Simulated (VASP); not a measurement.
# BP (gw) (I-4m2) in VASP: a series of runs

BP (gw) is run at these levels: PBEsol; tasks: single point.

Everything below comes from runs of VASP 6.6.1. Logs are shortened: lines on timing, memory, paths and dates and some standing lists are left out, and cuts for length are marked.

### Step 1. The cell of the first run

It takes space group I-4m2 (No. 119, tetragonal). The conventional cell has a = 3.202 Å, b = 3.202 Å, c = 4.475 Å, α = 90.00°, β = 90.00°, γ = 90.00°. B (site symmetry -4m2) has 4 P at 1.95 Å within 2.6 Å. Within 2.6 Å of P (site symmetry -4m2) lie 4 B at 1.95 Å.

### Step 2. Single point, PBEsol

INCAR reads:

```
PREC = Accurate ; ENCUT = 500
EDIFF = 1E-6 ; ISMEAR = 0
SIGMA = 0.01 ; LREAL = False
LASPH = True ; NELM = 120
ALGO = Normal ; ISIF = 2
LWAVE = False ; LCHARG = False
GGA = PS ; NBANDS = 11
GGA_COMPAT = False
```

KPOINTS reads:

```
regular mesh
0
Gamma
  6 6 6
```

POSCAR reads:

```
BP
1.0
    0.0000000000      2.2645059949      2.2375332127
    2.2645059949      0.0000000000      2.2375332127
    2.2645059949      2.2645059949      0.0000000000
B P
1 1
Direct
    0.0000000000      0.0000000000      0.0000000000
    0.2500000000      0.2500000000      0.2500000000
```

Potentials or basis: VASP PAW PBE potentials, release 64 (B, P).

Launch:

```bash
$ cat potpaw_PBE.64/B/POTCAR potpaw_PBE.64/P/POTCAR > POTCAR
$ mpirun -np 1 vasp_std > vasp.out
```

OUTCAR:

```text
PREC = Accurate
   ENCUT = 500
   EDIFF = 1E-6
   ISMEAR = 0
   LREAL = False
   LASPH = True
   NELM = 120
   ISIF = 2
   GGA = PS

 ion  position               nearest neighbor table
   1  0.000  0.000  0.000-   2 1.95   2 1.95   2 1.95   2 1.95
   2  0.250  0.250  0.250-   1 1.95   1 1.95   1 1.95   1 1.95

  LATTYP: Found a body centered tetragonal cell.
 ALAT       =     3.2024950901
 C/A-ratio  =     1.3973687077

  Lattice vectors:

 A1 = (   0.0000000000,  -2.2645059949,  -2.2375332127)
 A2 = (   0.0000000000,   2.2645059949,  -2.2375332127)
 A3 = (   2.2645059949,   0.0000000000,   2.2375332127)

Analysis of symmetry for initial positions (statically):
=====================================================================
 Subroutine PRICEL returns:
 Original cell was already a primitive cell.

 Routine SETGRP: Setting up the symmetry group for a
 body centered tetragonal supercell.

 Subroutine GETGRP returns: Found  8 space group operations
 (whereof  8 operations were pure point group operations)
 out of a pool of 16 trial point group operations.

The static configuration has the point symmetry D_2d.

Analysis of symmetry for dynamics (positions and initial velocities):
=====================================================================
 Subroutine PRICEL returns:
 Original cell was already a primitive cell.

 Routine SETGRP: Setting up the symmetry group for a
 body centered tetragonal supercell.

 Subroutine GETGRP returns: Found  8 space group operations
 (whereof  8 operations were pure point group operations)
 out of a pool of 16 trial point group operations.

The dynamic configuration has the point symmetry D_2d.

 Subroutine INISYM returns: Found  8 space group operations
 (whereof  8 operations are pure point group operations),
 and found     1 'primitive' translations

----------------------------------------------------------------------------------------

                                     Primitive cell

  volume of cell :      22.9481

  direct lattice vectors                    reciprocal lattice vectors
     0.000000000  2.264505995  2.237533213    -0.220798709  0.220798709  0.223460370
     2.264505995  0.000000000  2.237533213     0.220798709 -0.220798709  0.223460370
     2.264505995  2.264505995  0.000000000     0.220798709  0.220798709 -0.223460370

  length of vectors
     3.183479587  3.183479587  3.202495090     0.383977443  0.383977443  0.383977443

  position of ions in fractional coordinates (direct lattice)
     0.000000000  0.000000000  0.000000000
     0.250000000  0.250000000  0.250000000

  ion indices of the primitive-cell ions
   primitive index   ion index
                 1           1
                 2           2

----------------------------------------------------------------------------------------

 KPOINTS: regular mesh

Automatic generation of k-mesh.
 Grid dimensions read from file:
 generate k-points for:    6    6    6

 Generating k-lattice:

  Cartesian coordinates                     Fractional coordinates (reciprocal lattice)
    -0.036799785  0.036799785  0.037243395     0.166666667  0.000000000  0.000000000
     0.036799785 -0.036799785  0.037243395     0.000000000  0.166666667  0.000000000
     0.036799785  0.036799785 -0.037243395     0.000000000  0.000000000  0.166666667

  Length of vectors
     0.063996241  0.063996241  0.063996241

  Shift w.r.t. Gamma in fractional coordinates (k-lattice)
     0.000000000  0.000000000  0.000000000

 Subroutine IBZKPT returns following result:
 ===========================================

 Found     30 irreducible k-points:

 Following reciprocal coordinates:
            Coordinates               Weight
  0.000000  0.000000  0.000000      1.000000
  0.166667  0.000000  0.000000      8.000000
  0.333333  0.000000  0.000000      8.000000
  0.500000 -0.000000  0.000000      4.000000
  0.166667  0.166667  0.000000      2.000000
  0.333333  0.166667  0.000000      8.000000
[... 16 lines left out ...]
  0.333333  0.000000  0.333333      4.000000
  0.500000  0.000000  0.333333     16.000000
 [... further k-points ...]
   k-points           NKPTS =     30   k-points in BZ     NKDIM =     30   number of bands    NBANDS=     11
   number of dos      NEDOS =    301   number of ions     NIONS =      2
   total plane-waves  NPLWV =  13824
   dimension x,y,z NGX =    24 NGY =   24 NGZ =   24
   dimension x,y,z NGXF=    48 NGYF=   48 NGZF=   48
   ions per type =               1   1
   NGX,Y,Z   is equivalent  to a cutoff of  12.53, 12.53, 12.46 a.u.
   NGXF,Y,Z  is equivalent  to a cutoff of  25.07, 25.07, 24.92 a.u.
 SYSTEM =  unknown system
   PREC   = accura    normal or accurate (medium, high low for compatibility)
   ISTART =      0    job   : 0-new  1-cont  2-samecut
   ICHARG =      2    charge: 1-file 2-atom 10-const
   ISPIN  =      1    spin polarized calculation?
   LNONCOLLINEAR =      F non collinear calculations
   LSORBIT =      F    spin-orbit coupling
   LASPH  =      T    aspherical Exc in radial PAW
   ENCUT  =  500.0 eV  36.75 Ry    6.06 a.u.   5.80  5.80  5.84*2*pi/ulx,y,z
   NELM   =    120;   NELMIN=  2; NELMDL= -5     # of ELM steps
   EDIFF  = 0.1E-05   stopping-criterion for ELM
   LREAL  =      F    real-space projection
   EDIFFG = 0.1E-04   stopping-criterion for IOM
   NSW    =      0    number of steps for IOM
   IBRION =     -1    ionic relax: 0-MD 1-quasi-New 2-CG
   NFREE  =      0    steps in history (QN), initial steepest desc. (CG)
   ISIF   =      2    stress and relaxation
   ISYM   =      2    0-nonsym 1-usesym 2-fastsym
   POTIM  = 0.5000    time-step for ionic-motion
   TEBEG  =    0.0;   TEEND  =   0.0 temperature during run
   PSTRESS=    0.0 pullay stress
   NELECT =       8.0000    total number of electrons
   NUPDOWN=      -1.0000    fix difference up-down
   EMIN   =  10.00;   EMAX   =-10.00  energy-range for DOS
   EFERMI =   0.00;   METHOD = LEGACY
   ISMEAR =     0;   SIGMA  =   0.01  broadening in eV -4-tet -1-fermi 0-gaus
   EFERMI_NEDOS =   21; number of points for ismear=-14 and -15
   IALGO  =     38    algorithm
   IMIX   =      4    mixing-type and parameters
     AMIX     =   0.40;   BMIX     =  1.00
     AMIX_MAG =   1.60;   BMIX_MAG =  1.00
  volume/ion in A,a.u.               =      11.47        77.43
  Fermi-wavevector in a.u.,A,eV,Ry     =   1.152186  2.177316 18.062185  1.327533
  Thomas-Fermi vector in A             =   2.288839
   LORBIT       =      0    0 simple, 1 ext, 2 COOP (PROOUT), +10 PAW based schemes
   GGA     = PS    functional components
   LHFCALC =     F    Hartree Fock is set to
   AEXX    =    0.0000 exact exchange contribution
   IVDW    =     0    specifies the selected vdW correction
   LEPSILON=     F    determine dielectric tensor
   LRPA    =     F    only Hartree local field effects (RPA)
 non-spin polarized calculation
 Gauss-broadening in eV      SIGMA  =   0.01
  energy-cutoff  :      500.00
  volume of cell :       22.95
 maximum number of plane-waves:       592
   NGX = 11   NGY = 11   NGZ = 11

 number of electron       8.0000001 magnetization

 Free energy of the ion-electron system (eV)
  ---------------------------------------------------
  ext. energy  EPLUGINS =         0.00000000
  ---------------------------------------------------
  free energy    TOTEN  =       -13.65241674 eV

  energy without entropy =      -13.65241674  energy(sigma->0) =      -13.65241674

 E-fermi :   7.8535     XC(G=0): -11.1192

 val. band max:        7.7037049057   @ k =   0.0000   0.0000   0.0000
 cond. band min:       8.7232170658   @ k =   0.5000   0.5000   0.0000
 fundamental gap:      1.0195121602
 Fermi energy:         7.8535426656

 k-point     1 :       0.0000    0.0000    0.0000
  band No.  band energies     occupation
      1      -8.0361      2.00000
      2       7.5870      2.00000
      3       7.5870      2.00000
      4       7.7037      2.00000
      5      10.9628      0.00000
      6      11.0293      0.00000
      7      11.0293      0.00000
      8      15.2388      0.00000
      9      18.9887      0.00000
     10      19.6346      0.00000
     11      19.9529      0.00000

 k-point     2 :       0.1667    0.0000    0.0000
  band No.  band energies     occupation
      1      -7.5291      2.00000
      2       4.7356      2.00000
      3       6.8938      2.00000
      4       6.9941      2.00000
      5      11.6442      0.00000
      6      11.9388      0.00000
      7      11.9397      0.00000
      8      16.4560      0.00000
      9      18.4415      0.00000
     10      18.6294      0.00000
     11      20.2721      0.00000

 k-point     3 :       0.3333    0.0000    0.0000
  band No.  band energies     occupation
      1      -6.0807      2.00000
      2       0.7694      2.00000
      3       6.0593      2.00000
      4       6.1975      2.00000
      5      11.5549      0.00000
      6      12.4076      0.00000
      7      12.5154      0.00000
      8      17.6815      0.00000
      9      19.4980      0.00000
     10      19.5428      0.00000
     11      21.0509      0.00000

 k-point     4 :       0.5000   -0.0000    0.0000
  band No.  band energies     occupation
      1      -4.6158      2.00000
      2      -1.6031      2.00000
      3       5.7586      2.00000
      4       5.9140      2.00000
      5      11.4421      0.00000
      6      12.2214      0.00000
      7      12.3686      0.00000
      8      17.6132      0.00000
      9      22.1920      0.00000
     10      22.4099      0.00000
     11      22.5007      0.00000
[... 239 lines left out ...]
 k-point    22 :      -0.3333    0.5000    0.1667
  band No.  band energies     occupation
      1      -2.7977      2.00000
      2      -0.6343      2.00000
      3       2.1242      2.00000
      4       2.2529      2.00000
      5      11.2513      0.00000
      6      11.8488      0.00000
      7      16.8059      0.00000
      8      17.4800      0.00000
      9      20.7167      0.00000
     10      23.9801      0.00000
     11      24.3521      0.00000

 k-point    23 :       0.3333    0.0000    0.3333
  band No.  band energies     occupation
      1      -5.4160      2.00000
      2       1.9463      2.00000
      3       4.0711      2.00000
      4       4.1030      2.00000
      5       8.9371      0.00000
      6      10.8056      0.00000
      7      17.1809      0.00000
      8      17.4836      0.00000
      9      21.3782      0.00000
     10      22.6460      0.00000
     11      24.8501      0.00000

 k-point    24 :       0.5000    0.0000    0.3333
  band No.  band energies     occupation
      1      -3.8611      2.00000
      2      -0.0301      2.00000
      3       2.3110      2.00000
      4       3.8917      2.00000
      5       9.4592      0.00000
      6      11.7533      0.00000
      7      17.6282      0.00000
      8      18.0266      0.00000
      9      21.4352      0.00000
     10      22.8736      0.00000
     11      25.4051      0.00000

 [... further k-points ...]

------------------------ aborting loop because EDIFF is reached ----------------------------------------

  FORCE on cell =-STRESS in cart. coord.  units (eV):
  Direction    XX          YY          ZZ          XY          YZ          ZX
  --------------------------------------------------------------------------------------
  -------------------------------------------------------------------------------------
  Total        0.0373225      0.0373225      0.4824647      0.0000000     -0.0000000      0.0000000
  in kB        2.6057610      2.6057610     33.6844652      0.0000000     -0.0000000      0.0000000
  external PRESSURE =      12.9653291 kB  Pullay stress =       0.0000000 kB

 VOLUME and BASIS-vectors are now :
 -----------------------------------------------------------------------------
  energy-cutoff  :      500.00
  volume of cell :       22.95
      direct lattice vectors                 reciprocal lattice vectors
     0.000000000  2.264505995  2.237533213    -0.220798709  0.220798709  0.223460370
     2.264505995  0.000000000  2.237533213     0.220798709 -0.220798709  0.223460370
     2.264505995  2.264505995  0.000000000     0.220798709  0.220798709 -0.223460370

 POSITION                                       TOTAL-FORCE (eV/Angst)
 -----------------------------------------------------------------------------------
      0.00000      0.00000      0.00000        -0.000000     -0.000000     -0.000000
      1.13225      1.13225      1.11877         0.000000      0.000000      0.000000
 -----------------------------------------------------------------------------------
    total drift:                                0.000000      0.000000      0.000000

  FREE ENERGIE OF THE ION-ELECTRON SYSTEM (eV)
  ---------------------------------------------------
  free  energy   TOTEN  =       -13.6524167417 eV

  energy  without entropy=      -13.6524167417  energy(sigma->0) =      -13.65241674
```

Run time: 9.2 s. Hardware: 1 thread of Intel Xeon 8259CL, shared host; peak memory 0.13 GiB.

What came out:

```yaml
Free_energy: -13.6524 eV
Pressure: 1.3 GPa
Band_gap_on_the_k_mesh: 1.02 eV, indirect (least direct gap 3.26 eV)
```

Caveat: the PAW data sets were made with another functional, which shifts forces and pressure a little. PBEsol gaps usually lie below the measured ones, often by a third to a half.

### Step 3. Single point, PBEsol

INCAR reads:

```
SYSTEM = BP
  PREC = Accurate
  ENCUT = 500
  EDIFF = 1E-6
  ISMEAR = 0
  SIGMA = 0.01
  LREAL = .False.
  LASPH = .True.
  NELM = 120
  ALGO = Normal
  ISIF = 2
  LWAVE = .False.
  LCHARG = .False.
  GGA = PS
  NBANDS = 11
  GGA_COMPAT = .False.
```

KPOINTS reads:

```
regular mesh
0
Gamma
  6 6 6
  0 0 0
```

POSCAR is that of step 2.

Potentials or basis: VASP PAW PBE potentials, release 64 (B, P).

Launch:

```bash
$ cat potpaw_PBE.64/B/POTCAR potpaw_PBE.64/P/POTCAR > POTCAR
$ mpirun -np 1 vasp_std > vasp.out
```

OUTCAR:

```text
SYSTEM = BP
   PREC = Accurate
   ENCUT = 500
   EDIFF = 1E-6
   ISMEAR = 0
   LREAL = .False.
   LASPH = .True.
   NELM = 120
   ISIF = 2
   GGA = PS

 ion  position               nearest neighbor table
   1  0.000  0.000  0.000-   2 1.95   2 1.95   2 1.95   2 1.95
   2  0.250  0.250  0.250-   1 1.95   1 1.95   1 1.95   1 1.95

  LATTYP: Found a body centered tetragonal cell.
 ALAT       =     3.2024950901
 C/A-ratio  =     1.3973687077

  Lattice vectors:

[... 524 lines left out ...]

  FORCE on cell =-STRESS in cart. coord.  units (eV):
  Direction    XX          YY          ZZ          XY          YZ          ZX
  --------------------------------------------------------------------------------------
  -------------------------------------------------------------------------------------
  Total        0.0373225      0.0373225      0.4824647      0.0000000     -0.0000000      0.0000000
  in kB        2.6057610      2.6057610     33.6844652      0.0000000     -0.0000000      0.0000000
  external PRESSURE =      12.9653291 kB  Pullay stress =       0.0000000 kB

 VOLUME and BASIS-vectors are now :
 -----------------------------------------------------------------------------
  energy-cutoff  :      500.00
  volume of cell :       22.95
      direct lattice vectors                 reciprocal lattice vectors
     0.000000000  2.264505995  2.237533213    -0.220798709  0.220798709  0.223460370
     2.264505995  0.000000000  2.237533213     0.220798709 -0.220798709  0.223460370
     2.264505995  2.264505995  0.000000000     0.220798709  0.220798709 -0.223460370

 POSITION                                       TOTAL-FORCE (eV/Angst)
 -----------------------------------------------------------------------------------
      0.00000      0.00000      0.00000        -0.000000     -0.000000     -0.000000
      1.13225      1.13225      1.11877         0.000000      0.000000      0.000000
 -----------------------------------------------------------------------------------
    total drift:                                0.000000      0.000000      0.000000

  FREE ENERGIE OF THE ION-ELECTRON SYSTEM (eV)
  ---------------------------------------------------
  free  energy   TOTEN  =       -13.6524167417 eV

  energy  without entropy=      -13.6524167417  energy(sigma->0) =      -13.65241674
```

OSZICAR:

```text
N       E                     dE             d eps       ncg     rms          rms(c)
DAV:   1     0.735154702746E+01    0.73515E+01   -0.40890E+03   660   0.645E+02
DAV:   2    -0.138163841461E+02   -0.21168E+02   -0.20128E+02   875   0.110E+02
DAV:   3    -0.144028881791E+02   -0.58650E+00   -0.58457E+00   846   0.155E+01
DAV:   4    -0.144050711189E+02   -0.21829E-02   -0.21828E-02   769   0.113E+00
DAV:   5    -0.144050822151E+02   -0.11096E-04   -0.11096E-04   820   0.772E-02    0.721E+00
DAV:   6    -0.137679016183E+02    0.63718E+00   -0.13476E+00   750   0.498E+00    0.385E+00
DAV:   7    -0.136618962458E+02    0.10601E+00   -0.25440E-01   825   0.248E+00    0.125E+00
DAV:   8    -0.136522073742E+02    0.96889E-02   -0.26284E-02   770   0.916E-01    0.172E-01
DAV:   9    -0.136523514596E+02   -0.14409E-03   -0.69216E-04   744   0.181E-01    0.106E-01
DAV:  10    -0.136524124362E+02   -0.60977E-04   -0.10425E-04   740   0.631E-02    0.206E-02
DAV:  11    -0.136524163924E+02   -0.39562E-05   -0.71680E-06   811   0.151E-02    0.266E-02
DAV:  12    -0.136524167417E+02   -0.34927E-06   -0.19509E-06   543   0.652E-03
   1 F= -.13652417E+02 E0= -.13652417E+02  d E =-.816542-102
```

Run time: 8.8 s. Hardware: 1 thread of Intel Xeon 8259CL, shared host; peak memory 0.13 GiB.

Results:

- Free energy: -13.6524 eV
- Pressure: 1.3 GPa
- Band gap on the k mesh: 1.02 eV, indirect (least direct gap 3.26 eV)

Stress tensor (GPa, compression positive):
```
0.26 0.00 0.00
0.00 0.26 0.00
0.00 0.00 3.37
```

Caveat: the PAW data sets were made with another functional, which shifts forces and pressure a little. A k mesh can miss the band edges.
